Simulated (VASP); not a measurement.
# As in VASP: single point with LDA

Aim: the single point of As with LDA.

Program: VASP 6.6.1. These are calculated values, not measurements. Logs are shortened: lines on timing, memory, paths and dates and some standing lists are left out, and cuts for length are marked.

## 1. The cell of the first run

The cell holds a sheet with vacuum, 2 atoms: a = 3.513 Å, b = 3.513 Å, c = 26.600 Å, α = 90.00°, β = 90.00°, γ = 120.00°.

## 2. Single point, LDA

Contents of INCAR:

```
PREC = Accurate
ENCUT = 400
EDIFF = 1E-6
ISMEAR = 0
SIGMA = 0.03
LREAL = False
LASPH = True
NELM = 120
ALGO = Normal
ISIF = 2
LWAVE = False
LCHARG = False
LDIPOL = True
IDIPOL = 3
DIPOL = 0.5 0.5 0.289
NBANDS = 22
GGA_COMPAT = False
NELMDL = -8
```

Contents of KPOINTS:

```
Automatic mesh
0
Gamma
  12 12 1
```

Contents of POSCAR:

```
As
1.0
    3.5128970096      0.0000000000      0.0000000000
   -1.7564485048      3.0422580512      0.0000000000
    0.0000000000      0.0000000000     26.6000000028
As
2
Direct
    0.3333333333      0.6666666667      0.2634995751
    0.6666666667      0.3333333333      0.3154477932
```

Potentials or basis: VASP PAW LDA potentials, release 64 (As_d).

The run is started by

```console
$ cat potpaw_LDA.64/As_d/POTCAR > POTCAR
$ mpirun -np 1 vasp_std > vasp.out
```

OUTCAR:

```text
PREC = Accurate
   ENCUT = 400
   EDIFF = 1E-6
   ISMEAR = 0
   LREAL = False
   LASPH = True
   NELM = 120
   ISIF = 2
   NELMDL = -8

 ion  position               nearest neighbor table
   1  0.333  0.667  0.263-   2 2.45   2 2.45   2 2.45
   2  0.667  0.333  0.315-   1 2.45   1 2.45   1 2.45

  LATTYP: Found a hexagonal cell.
 ALAT       =     3.5128970096
 C/A-ratio  =     7.5720978811

  Lattice vectors:

 A1 = (   3.5128970096,   0.0000000000,   0.0000000000)
 A2 = (  -1.7564485048,   3.0422580512,   0.0000000000)
 A3 = (   0.0000000000,   0.0000000000,  26.6000000028)

Analysis of symmetry for initial positions (statically):
=====================================================================
 Subroutine PRICEL returns:
 Original cell was already a primitive cell.

 Routine SETGRP: Setting up the symmetry group for a
 hexagonal supercell.

 Subroutine GETGRP returns: Found 12 space group operations
 (whereof  6 operations were pure point group operations)
 out of a pool of 24 trial point group operations.

The static configuration has the point symmetry C_3v.
 The point group associated with its full space group is D_3d.

Analysis of symmetry for dynamics (positions and initial velocities):
=====================================================================
 Subroutine PRICEL returns:
 Original cell was already a primitive cell.

 Routine SETGRP: Setting up the symmetry group for a
 hexagonal supercell.

 Subroutine GETGRP returns: Found 12 space group operations
 (whereof  6 operations were pure point group operations)
 out of a pool of 24 trial point group operations.

The dynamic configuration has the point symmetry C_3v.
 The point group associated with its full space group is D_3d.

 Subroutine INISYM returns: Found 12 space group operations
 (whereof  6 operations are pure point group operations),
 and found     1 'primitive' translations

----------------------------------------------------------------------------------------

                                     Primitive cell

  volume of cell :     284.2779

  direct lattice vectors                    reciprocal lattice vectors
     3.512897010  0.000000000  0.000000000     0.284665334  0.164351607  0.000000000
    -1.756448505  3.042258051  0.000000000     0.000000000  0.328703214  0.000000000
     0.000000000  0.000000000 26.600000003     0.000000000  0.000000000  0.037593985

  length of vectors
     3.512897010  3.512897010 26.600000003     0.328703214  0.328703214  0.037593985

  position of ions in fractional coordinates (direct lattice)
     0.333333333  0.666666667  0.263499575
     0.666666667  0.333333333  0.315447793

  ion indices of the primitive-cell ions
   primitive index   ion index
                 1           1
                 2           2

----------------------------------------------------------------------------------------

 KPOINTS: Automatic mesh

Automatic generation of k-mesh.
 Grid dimensions read from file:
 generate k-points for:   12   12    1

 Generating k-lattice:

  Cartesian coordinates                     Fractional coordinates (reciprocal lattice)
     0.023722111  0.013695967  0.000000000     0.083333333  0.000000000  0.000000000
     0.000000000  0.027391935  0.000000000     0.000000000  0.083333333  0.000000000
     0.000000000  0.000000000  0.037593985     0.000000000  0.000000000  1.000000000

  Length of vectors
     0.027391935  0.027391935  0.037593985

  Shift w.r.t. Gamma in fractional coordinates (k-lattice)
     0.000000000  0.000000000  0.000000000

 Subroutine IBZKPT returns following result:
 ===========================================

 Found     19 irreducible k-points:

 Following reciprocal coordinates:
            Coordinates               Weight
  0.000000  0.000000  0.000000      1.000000
  0.083333  0.000000  0.000000      6.000000
  0.166667  0.000000  0.000000      6.000000
  0.250000  0.000000  0.000000      6.000000
  0.333333  0.000000  0.000000      6.000000
  0.416667  0.000000  0.000000      6.000000
[... 11 lines left out ...]
  0.333333  0.250000  0.000000     12.000000
  0.333333  0.333333  0.000000      2.000000
   k-points           NKPTS =     19   k-points in BZ     NKDIM =     19   number of bands    NBANDS=     22
   number of dos      NEDOS =    301   number of ions     NIONS =      2
   total plane-waves  NPLWV = 103680
   dimension x,y,z NGX =    24 NGY =   24 NGZ =  180
   dimension x,y,z NGXF=    48 NGYF=   48 NGZF=  360
   ions per type =               2
   NGX,Y,Z   is equivalent  to a cutoff of  11.36, 11.36, 11.25 a.u.
   NGXF,Y,Z  is equivalent  to a cutoff of  22.72, 22.72, 22.50 a.u.
 SYSTEM =  unknown system
   PREC   = accura    normal or accurate (medium, high low for compatibility)
   ISTART =      0    job   : 0-new  1-cont  2-samecut
   ICHARG =      2    charge: 1-file 2-atom 10-const
   ISPIN  =      1    spin polarized calculation?
   LNONCOLLINEAR =      F non collinear calculations
   LSORBIT =      F    spin-orbit coupling
   LASPH  =      T    aspherical Exc in radial PAW
   ENCUT  =  400.0 eV  29.40 Ry    5.42 a.u.   5.73  5.73 43.38*2*pi/ulx,y,z
   NELM   =    120;   NELMIN=  2; NELMDL= -8     # of ELM steps
   EDIFF  = 0.1E-05   stopping-criterion for ELM
   LREAL  =      F    real-space projection
   EDIFFG = 0.1E-04   stopping-criterion for IOM
   NSW    =      0    number of steps for IOM
   IBRION =     -1    ionic relax: 0-MD 1-quasi-New 2-CG
   NFREE  =      0    steps in history (QN), initial steepest desc. (CG)
   ISIF   =      2    stress and relaxation
   ISYM   =      2    0-nonsym 1-usesym 2-fastsym
   POTIM  = 0.5000    time-step for ionic-motion
   TEBEG  =    0.0;   TEEND  =   0.0 temperature during run
   PSTRESS=    0.0 pullay stress
   NELECT =      30.0000    total number of electrons
   NUPDOWN=      -1.0000    fix difference up-down
   EMIN   =  10.00;   EMAX   =-10.00  energy-range for DOS
   EFERMI =   0.00;   METHOD = LEGACY
   ISMEAR =     0;   SIGMA  =   0.03  broadening in eV -4-tet -1-fermi 0-gaus
   EFERMI_NEDOS =   21; number of points for ismear=-14 and -15
   IALGO  =     38    algorithm
   IMIX   =      4    mixing-type and parameters
     AMIX     =   0.40;   BMIX     =  1.00
     AMIX_MAG =   1.60;   BMIX_MAG =  1.00
  volume/ion in A,a.u.               =     142.14       959.20
  Fermi-wavevector in a.u.,A,eV,Ry     =   0.773632  1.461952  8.143167  0.598506
  Thomas-Fermi vector in A             =   1.875517
   LORBIT       =      0    0 simple, 1 ext, 2 COOP (PROOUT), +10 PAW based schemes
   GGA     = CA    functional components
   LHFCALC =     F    Hartree Fock is set to
   AEXX    =    0.0000 exact exchange contribution
   IVDW    =     0    specifies the selected vdW correction
   LEPSILON=     F    determine dielectric tensor
   LRPA    =     F    only Hartree local field effects (RPA)
 non-spin polarized calculation
 Gauss-broadening in eV      SIGMA  =   0.03
  energy-cutoff  :      400.00
  volume of cell :      284.28
 maximum number of plane-waves:      5188
 NGX is ok and might be reduce to    24
   NGX = 11   NGY = 11   NGZ = 87

 dipolmoment           0.000000      0.000000     -0.000004 electrons x Angstroem

 number of electron      29.9999965 magnetization

 dipolmoment           0.000000      0.000000      0.000003 electrons x Angstroem

 Free energy of the ion-electron system (eV)
  ---------------------------------------------------
  ext. energy  EPLUGINS =         0.00000000
  ---------------------------------------------------
  free energy    TOTEN  =       -10.47023609 eV

  energy without entropy =      -10.47023609  energy(sigma->0) =      -10.47023609

 E-fermi :  -3.9710     XC(G=0):  -2.1815

 val. band max:       -4.2146759738   @ k =   0.0000   0.0000   0.0000
 cond. band min:      -2.7867384912   @ k =   0.3333   0.0000   0.0000
 fundamental gap:      1.4279374826
 Fermi energy:        -3.9709625247

 k-point     1 :       0.0000    0.0000    0.0000
  band No.  band energies     occupation
      1     -39.6161      2.00000
      2     -39.6161      2.00000
      3     -39.5673      2.00000
      4     -39.5673      2.00000
      5     -39.5200      2.00000
      6     -39.4830      2.00000
[... 14 lines left out ...]
     21       1.4214      0.00000
     22       1.7005      0.00000

 k-point     2 :       0.0833    0.0000    0.0000
  band No.  band energies     occupation
      1     -39.6159      2.00000
      2     -39.6137      2.00000
      3     -39.5668      2.00000
      4     -39.5655      2.00000
      5     -39.5195      2.00000
      6     -39.4842      2.00000
[... 14 lines left out ...]
     21       1.5330      0.00000
     22       1.8167      0.00000

 k-point     3 :       0.1667    0.0000    0.0000
  band No.  band energies     occupation
      1     -39.6149      2.00000
      2     -39.6068      2.00000
      3     -39.5654      2.00000
      4     -39.5603      2.00000
      5     -39.5179      2.00000
      6     -39.4878      2.00000
[... 14 lines left out ...]
     21       1.8660      0.00000
     22       2.1530      0.00000

 k-point     4 :       0.2500    0.0000    0.0000
  band No.  band energies     occupation
      1     -39.6136      2.00000
      2     -39.5965      2.00000
      3     -39.5627      2.00000
      4     -39.5523      2.00000
      5     -39.5153      2.00000
      6     -39.4935      2.00000
[... 14 lines left out ...]
     21       2.4165      0.00000
     22       2.6804      0.00000

 k-point     5 :       0.3333    0.0000    0.0000
  band No.  band energies     occupation
      1     -39.6122      2.00000
      2     -39.5859      2.00000
      3     -39.5569      2.00000
      4     -39.5426      2.00000
      5     -39.5130      2.00000
      6     -39.5011      2.00000
[... 292 lines left out ...]
 k-point    17 :       0.2500    0.2500    0.0000
  band No.  band energies     occupation
      1     -39.6122      2.00000
      2     -39.5653      2.00000
      3     -39.5526      2.00000
      4     -39.5319      2.00000
      5     -39.5182      2.00000
      6     -39.5074      2.00000
[... 14 lines left out ...]
     21       4.0798      0.00000
     22       4.3190      0.00000

 k-point    18 :       0.3333    0.2500    0.0000
  band No.  band energies     occupation
      1     -39.6119      2.00000
      2     -39.5581      2.00000
      3     -39.5443      2.00000
      4     -39.5307      2.00000
      5     -39.5214      2.00000
      6     -39.5078      2.00000
[... 14 lines left out ...]
     21       4.5086      0.00000
     22       5.0940      0.00000

 k-point    19 :       0.3333    0.3333    0.0000
  band No.  band energies     occupation
      1     -39.6119      2.00000
      2     -39.5467      2.00000
      3     -39.5467      2.00000
      4     -39.5388      2.00000
      5     -39.5113      2.00000
      6     -39.5113      2.00000
[... 14 lines left out ...]
     21       4.8841      0.00000
     22       5.7075      0.00000

------------------------ aborting loop because EDIFF is reached ----------------------------------------

 vacuum level on the upper side and lower side of the slab       (xc-potential included)        -0.007        -0.007

  FORCE on cell =-STRESS in cart. coord.  units (eV):
  Direction    XX          YY          ZZ          XY          YZ          ZX
  --------------------------------------------------------------------------------------
  -------------------------------------------------------------------------------------
  Total       -0.0024656     -0.0024656      0.0129014      0.0000000      0.0000000      0.0000000
  in kB       -0.0138960     -0.0138960      0.0727118      0.0000000      0.0000000      0.0000000
  external PRESSURE =       0.0149733 kB  Pullay stress =       0.0000000 kB

 VOLUME and BASIS-vectors are now :
 -----------------------------------------------------------------------------
  energy-cutoff  :      400.00
  volume of cell :      284.28
      direct lattice vectors                 reciprocal lattice vectors
     3.512897010  0.000000000  0.000000000     0.284665334  0.164351607  0.000000000
    -1.756448505  3.042258051  0.000000000     0.000000000  0.328703214  0.000000000
     0.000000000  0.000000000 26.600000003     0.000000000  0.000000000  0.037593985

 POSITION                                       TOTAL-FORCE (eV/Angst)
 -----------------------------------------------------------------------------------
     -0.00000      2.02817      7.00909        -0.000000      0.000000     -0.061923
      1.75645      1.01409      8.39091         0.000000     -0.000000      0.061923
 -----------------------------------------------------------------------------------
    total drift:                               -0.000001     -0.000000      0.000813

  FREE ENERGIE OF THE ION-ELECTRON SYSTEM (eV)
  ---------------------------------------------------
  free  energy   TOTEN  =       -10.4702360881 eV

  energy  without entropy=      -10.4702360881  energy(sigma->0) =      -10.47023609

 vacuum level on the upper side and lower side of the slab         1.260         1.260
```

Wall time 4.6 min (1 thread of AMD EPYC, shared host); peak memory 0.23 GiB.

Results:

```yaml
Free_energy: -10.4702 eV
Largest_force: 0.062 eV/Å
Band_gap_on_the_k_mesh: 1.43 eV (least direct gap 2.12 eV)
```

Forces on the atoms (eV/Å):
```
As   0.000  0.000 -0.062
As   0.000  0.000  0.062
```

Levels at points of the mesh, in eV from the valence-band top:
```csv
k point,band 12,band 13,band 14,band 15,band 16,band 17,band 18,band 19
"(0.00, 0.00, 0.00)",-7.43,-0.85,0.00,0.00,2.12,3.58,3.58,4.87
"(0.50, 0.00, 0.00)",-9.40,-3.70,-2.05,-1.82,1.84,2.96,4.60,6.08
```
